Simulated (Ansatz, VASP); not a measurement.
**HfN in VASP and in Ansatz**

POSCAR

```
HfN
1.0
    3.1339080000      0.0000000000      0.0000000000
   -1.5669540000      2.7140440000      0.0000000000
    0.0000000000      0.0000000000      5.4167680000
Hf N
2 2
Direct
    0.6666666667      0.3333333333      0.7500000000
    0.3333333333      0.6666666667      0.2500000000
    0.0000000000      0.0000000000      0.0000000000
    0.0000000000      0.0000000000      0.5000000000
```

File INCAR.step1:

```
PREC = Accurate
ENCUT = 520
ISMEAR = 1
SIGMA = 0.05
LREAL = F
LASPH = T
NELM = 60
NBANDS = 23
GGA = PE
ALGO = Normal
EDIFF = 1E-4
LWAVE = T
LCHARG = F
```

Contents of INCAR.step2:

```
PREC = Accurate
ENCUT = 520
EDIFF = 1E-6
ISMEAR = 1
SIGMA = 0.05
LREAL = F
LASPH = T
NELM = 60
ALGO = Normal
ISIF = 2
LWAVE = F
LCHARG = F
METAGGA = R2SCAN
LMIXTAU = T
NBANDS = 23
ISTART = 1
```

KPOINTS

```
Automatic mesh
0
Gamma
  8 8 4
```

Input for Ansatz:

```yaml
crystal:
  lattice:
    - [3.133908, 0.0, 0.0]
    - [-1.566954, 2.714044, 0.0]
    - [0.0, 0.0, 5.416768]
  atoms:
    - { symbol: Hf, position: [0.6666666666666666, 0.3333333333333333, 0.75] }
    - { symbol: Hf, position: [0.3333333333333333, 0.6666666666666666, 0.25] }
    - { symbol: "N", position: [0.0, 0.0, 0.0] }
    - { symbol: "N", position: [0.0, 0.0, 0.5] }
basis:
  ecutwfc: 650.0
kpoints:
  mp_grid:
    grid: [8, 8, 4]
hamiltonian:
  xc: r2scan
scf:
  occupations:
    method: cold
    width: 0.05
output:
  forces: true
  stress: true
```

Alike in both runs: task single point; functional r2SCAN; k mesh 8 × 8 × 4; no spin polarisation.

|  | VASP | Ansatz |
| --- | --- | --- |
| version | VASP 6.6.1 | Ansatz 0.2.0 |
| potentials or method | VASP PAW PBE potentials, release 64 (Hf_pv, N), cutoff 520 eV | plane waves, PAW |
| occupations | methfessel-paxton of order 1, width 0.05 eV | cold, width 0.05 eV |
| valence electrons in the cell | 30 | 62 |

```csv
,VASP,Ansatz,Ansatz less VASP
pressure (GPa),0.1,2.7,+2.56
"traceless stress, the component that is largest in VASP (GPa)",-0.39,-0.55,-0.166
```

VASP's potentials were made for PBE, not for r2SCAN. VASP's potentials hold 30 valence electrons a cell and Ansatz's 62, so a difference there can come from the potentials and not from the codes.

Spin-orbit coupling is off throughout.
